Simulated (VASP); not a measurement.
# TaBr (Pm-3m) in VASP: further runs

TaBr is run at these levels: PBE; tasks: single point.

Everything below comes from runs of VASP 6.6.1. Logs are shortened: lines on timing, memory, paths and dates and some standing lists are left out, and cuts for length are marked.

## 1. The cell of the first run

It takes space group Pm-3m (No. 221, cubic). Conventional cell: a = 3.287 Å, b = 3.287 Å, c = 3.287 Å, α = 90.00°, β = 90.00°, γ = 90.00°. Ta (site symmetry m-3m) has 8 Br at 2.85 Å and 6 Ta at 3.29 Å within 3.8 Å. Within 3.8 Å of Br (site symmetry m-3m) lie 8 Ta at 2.85 Å and 6 Br at 3.29 Å.

The cell was generated, and may not be a known phase.

## 2. Single point, PBE

INCAR reads:

```
ALGO     = Normal         # electronic algorithm
EDIFF    = 1E-6           # SCF threshold, eV
ENCUT    = 520            # plane-wave cutoff, eV
GGA      = PE             # functional
ISIF     = 2              # what is computed and relaxed
ISMEAR   = 0              # smearing method
LASPH    = T              # aspherical terms in the spheres
LCHARG   = T              # write CHGCAR
LELF     = T              # ELF
LREAL    = F              # projectors in reciprocal space
LVHAR    = T            
LWAVE    = F              # write WAVECAR
NBANDS   = 16             # bands
NELM     = 100            # most SCF steps
PREC     = Accurate       # precision mode
SIGMA    = 0.1            # smearing width, eV
```

KPOINTS reads:

```
k-points
0
Gamma
  6 6 6
```

POSCAR reads:

```
TaBr
1.0
    3.2873143771      0.0000000000      0.0000000000
    0.0000000000      3.2873143771      0.0000000000
    0.0000000000      0.0000000000      3.2873143771
Ta Br
1 1
Direct
    0.5000000000      0.5000000000      0.5000000000
    0.0000000000      0.0000000000      0.0000000000
```

Potentials or basis: VASP PAW PBE potentials, release 64 (Ta_pv, Br).

Launch:

```sh
cat potpaw_PBE.64/Ta_pv/POTCAR potpaw_PBE.64/Br/POTCAR > POTCAR
mpirun -np 1 vasp_std > vasp.out
```

OUTCAR:

```text
EDIFF = 1E-6
   ENCUT = 520
   GGA = PE
   ISIF = 2
   ISMEAR = 0
   LASPH = T
   LREAL = F
   NELM = 100
   PREC = Accurate

 ion  position               nearest neighbor table
   1  0.500  0.500  0.500-   2 2.85   2 2.85   2 2.85   2 2.85   2 2.85   2 2.85   2 2.85   2 2.85

   2  0.000  0.000  0.000-   1 2.85   1 2.85   1 2.85   1 2.85   1 2.85   1 2.85   1 2.85   1 2.85

  LATTYP: Found a simple cubic cell.
 ALAT       =     3.2873143771

  Lattice vectors:

 A1 = (   3.2873143771,   0.0000000000,   0.0000000000)
 A2 = (   0.0000000000,   3.2873143771,   0.0000000000)
 A3 = (   0.0000000000,   0.0000000000,   3.2873143771)

Analysis of symmetry for initial positions (statically):
=====================================================================
 Subroutine PRICEL returns:
 Original cell was already a primitive cell.

 Routine SETGRP: Setting up the symmetry group for a
 simple cubic supercell.

 Subroutine GETGRP returns: Found 48 space group operations
 (whereof 48 operations were pure point group operations)
 out of a pool of 48 trial point group operations.

The static configuration has the point symmetry O_h .

Analysis of symmetry for dynamics (positions and initial velocities):
=====================================================================
 Subroutine PRICEL returns:
 Original cell was already a primitive cell.

 Routine SETGRP: Setting up the symmetry group for a
 simple cubic supercell.

 Subroutine GETGRP returns: Found 48 space group operations
 (whereof 48 operations were pure point group operations)
 out of a pool of 48 trial point group operations.

The dynamic configuration has the point symmetry O_h .

 Subroutine INISYM returns: Found 48 space group operations
 (whereof 48 operations are pure point group operations),
 and found     1 'primitive' translations

----------------------------------------------------------------------------------------

                                     Primitive cell

  volume of cell :      35.5242

  direct lattice vectors                    reciprocal lattice vectors
     3.287314377  0.000000000  0.000000000     0.304199686  0.000000000  0.000000000
     0.000000000  3.287314377  0.000000000     0.000000000  0.304199686  0.000000000
     0.000000000  0.000000000  3.287314377     0.000000000  0.000000000  0.304199686

  length of vectors
[... 73 lines left out ...]
   LSORBIT =      F    spin-orbit coupling
   LASPH  =      T    aspherical Exc in radial PAW
   ENCUT  =  520.0 eV  38.22 Ry    6.18 a.u.   6.11  6.11  6.11*2*pi/ulx,y,z
   NELM   =    100;   NELMIN=  2; NELMDL= -5     # of ELM steps
   EDIFF  = 0.1E-05   stopping-criterion for ELM
   LREAL  =      F    real-space projection
   EDIFFG = 0.1E-04   stopping-criterion for IOM
   NSW    =      0    number of steps for IOM
   IBRION =     -1    ionic relax: 0-MD 1-quasi-New 2-CG
   NFREE  =      0    steps in history (QN), initial steepest desc. (CG)
   ISIF   =      2    stress and relaxation
   ISYM   =      2    0-nonsym 1-usesym 2-fastsym
   POTIM  = 0.5000    time-step for ionic-motion
   TEBEG  =    0.0;   TEEND  =   0.0 temperature during run
   PSTRESS=    0.0 pullay stress
   NELECT =      18.0000    total number of electrons
   NUPDOWN=      -1.0000    fix difference up-down
   EMIN   =  10.00;   EMAX   =-10.00  energy-range for DOS
   EFERMI =   0.00;   METHOD = LEGACY
   ISMEAR =     0;   SIGMA  =   0.10  broadening in eV -4-tet -1-fermi 0-gaus
   EFERMI_NEDOS =   21; number of points for ismear=-14 and -15
   IALGO  =     38    algorithm
   IMIX   =      4    mixing-type and parameters
     AMIX     =   0.40;   BMIX     =  1.00
     AMIX_MAG =   1.60;   BMIX_MAG =  1.00
  volume/ion in A,a.u.               =      17.76       119.86
  Fermi-wavevector in a.u.,A,eV,Ry     =   1.305142  2.466361 23.176104  1.703396
  Thomas-Fermi vector in A             =   2.436031
   LORBIT       =      0    0 simple, 1 ext, 2 COOP (PROOUT), +10 PAW based schemes
   GGA     = PE    functional components
   LHFCALC =     F    Hartree Fock is set to
   AEXX    =    0.0000 exact exchange contribution
   IVDW    =     0    specifies the selected vdW correction
   LEPSILON=     F    determine dielectric tensor
   LRPA    =     F    only Hartree local field effects (RPA)
 non-spin polarized calculation
 Gauss-broadening in eV      SIGMA  =   0.10
  energy-cutoff  :      520.00
  volume of cell :       35.52
 maximum number of plane-waves:       976
   NGX = 13   NGY = 13   NGZ = 13

 number of electron      18.0000011 magnetization

 Free energy of the ion-electron system (eV)
  ---------------------------------------------------
  ext. energy  EPLUGINS =         0.00000000
  ---------------------------------------------------
  free energy    TOTEN  =       -11.34216374 eV

  energy without entropy =      -11.31709680  energy(sigma->0) =      -11.32963027

 E-fermi :   8.2375     XC(G=0): -12.0081

 val. band max:        8.2374152538   @ k =   0.3333   0.3333   0.0000
 cond. band min:       8.2495146954   @ k =   0.5000   0.3333   0.0000
 fundamental gap:      0.0120994416
 Fermi energy:         8.2374660740

 k-point     1 :       0.0000    0.0000    0.0000
  band No.  band energies     occupation
      1     -26.7439      2.00000
      2     -26.7439      2.00000
      3     -26.7439      2.00000
      4     -11.3541      2.00000
      5       3.1915      2.00000
      6       3.1915      2.00000
[... 357 lines left out ...]
      3     -26.9118      2.00000
      4      -9.2234      2.00000
      5      -0.5670      2.00000
      6      -0.5670      2.00000
[... 8 lines left out ...]
     15      12.2262      0.00000
     16      14.6907      0.00000

------------------------ aborting loop because EDIFF is reached ----------------------------------------

  FORCE on cell =-STRESS in cart. coord.  units (eV):
  Direction    XX          YY          ZZ          XY          YZ          ZX
  --------------------------------------------------------------------------------------
  -------------------------------------------------------------------------------------
  Total       -0.0245346     -0.0245346     -0.0245346     -0.0000000      0.0000000     -0.0000000
  in kB       -1.1065378     -1.1065378     -1.1065378     -0.0000000      0.0000000     -0.0000000
  external PRESSURE =      -1.1065378 kB  Pullay stress =       0.0000000 kB

 VOLUME and BASIS-vectors are now :
 -----------------------------------------------------------------------------
  energy-cutoff  :      520.00
  volume of cell :       35.52
      direct lattice vectors                 reciprocal lattice vectors
     3.287314377  0.000000000  0.000000000     0.304199686  0.000000000  0.000000000
     0.000000000  3.287314377  0.000000000     0.000000000  0.304199686  0.000000000
     0.000000000  0.000000000  3.287314377     0.000000000  0.000000000  0.304199686

 POSITION                                       TOTAL-FORCE (eV/Angst)
 -----------------------------------------------------------------------------------
      1.64366      1.64366      1.64366         0.000000      0.000000      0.000000
      0.00000      0.00000      0.00000         0.000000      0.000000      0.000000
 -----------------------------------------------------------------------------------
    total drift:                                0.000000     -0.000000     -0.000000

  FREE ENERGIE OF THE ION-ELECTRON SYSTEM (eV)
  ---------------------------------------------------
  free  energy   TOTEN  =       -11.3421637406 eV

  energy  without entropy=      -11.3170968030  energy(sigma->0) =      -11.32963027
```

Wall time 4.4 s (1 thread of Intel Xeon 6975P-C (Granite Rapids), shared host); peak memory 0.13 GiB.

Results:

- Free energy: -11.3422 eV
- Pressure: -0.1 GPa
- Band gap on the k mesh: zero (bands 9 and 10 overlap by 3.52 eV)

Caveat: spin-orbit coupling is left out, which moves the levels of the heavy elements.

## 3. Single point, PBE, collinear spin

This run uses another cell than the first one, of 18.26 Å³/atom.

INCAR reads:

```
SYSTEM = TaBr
PREC = Accurate
ENCUT = 520
EDIFF = 1E-6
ISMEAR = 0
SIGMA = 0.1
LREAL = .FALSE.
LASPH = .TRUE.
NELM = 150
ALGO = Normal
ISIF = 2
LWAVE = .FALSE.
LCHARG = .TRUE.
ISPIN = 2
MAGMOM = 1 0
LORBIT = 11
LMAXMIX = 4
GGA = PE
LELF = .TRUE.
LVHAR = .TRUE.
NBANDS = 20
```

KPOINTS reads:

```
regular mesh
0
G
  4 4 4
  0 0 0
```

POSCAR reads:

```
TaBr
1.0
    3.3180453065      0.0000000000      0.0000000000
    0.0000000000      3.3180453065      0.0000000000
    0.0000000000      0.0000000000      3.3180453065
Ta Br
1 1
Direct
    0.5000000000      0.5000000000      0.5000000000
    0.0000000000      0.0000000000      0.0000000000
```

Potentials or basis: VASP PAW PBE potentials, release 64 (Ta_pv, Br).

Launch:

```sh
cat potpaw_PBE.64/Ta_pv/POTCAR potpaw_PBE.64/Br/POTCAR > POTCAR
mpirun -np 1 vasp_std > vasp.out
```

It took 11 s on 1 thread of Intel Xeon 6975P-C (Granite Rapids), shared host; peak memory 0.17 GiB.

The run converged. Its results:

- Free energy: -11.4994 eV
- Pressure: 0.0 GPa
- Band gap on the k mesh: zero (filled and empty bands overlap)
- Net moment: 0.00 μB per cell
- Valence electrons inside the program's atomic spheres: Ta 8.74; Br 4.85

Levels at points of the mesh, in eV from the Fermi level:
Spin up:
```tsv
k point	band 5	band 6	band 7	band 8	band 9	band 10	band 11	band 12	band 13	band 14
(0.00, 0.00, 0.00)	-5.19	-5.19	-5.19	-3.38	-3.38	-1.87	1.25	1.25	1.25	8.24
(0.50, 0.00, 0.00)	-10.21	-5.73	-5.73	-2.30	1.70	1.91	2.52	2.70	2.70	3.93
(0.50, 0.50, 0.00)	-8.16	-8.16	-4.31	-3.82	-0.73	-0.63	-0.63	3.14	3.74	7.66
(0.50, 0.50, 0.50)	-8.80	-8.80	-8.80	1.42	1.42	1.42	3.29	3.29	3.54	3.54
```
Spin down:
```
           k point  band 6  band 7  band 8  band 9  band 10  band 11  band 12  band 13
(0.00, 0.00, 0.00)   -5.19   -5.19   -3.38   -3.38    -1.87     1.25     1.25     1.25
(0.50, 0.00, 0.00)   -5.73   -5.73   -2.30    1.70     1.91     2.52     2.70     2.70
(0.50, 0.50, 0.00)   -8.16   -4.31   -3.82   -0.73    -0.63    -0.63     3.14     3.74
(0.50, 0.50, 0.50)   -8.80   -8.80    1.42    1.42     1.42     3.29     3.29     3.54
```

Caveat: the k points lie up to 0.47 Å⁻¹ apart, too coarse for converged energies and pressures of a metal; spin-orbit coupling is left out, which moves the levels of the heavy elements.

The gap in the log of VASP goes by the Fermi energy; the results here count the filled bands.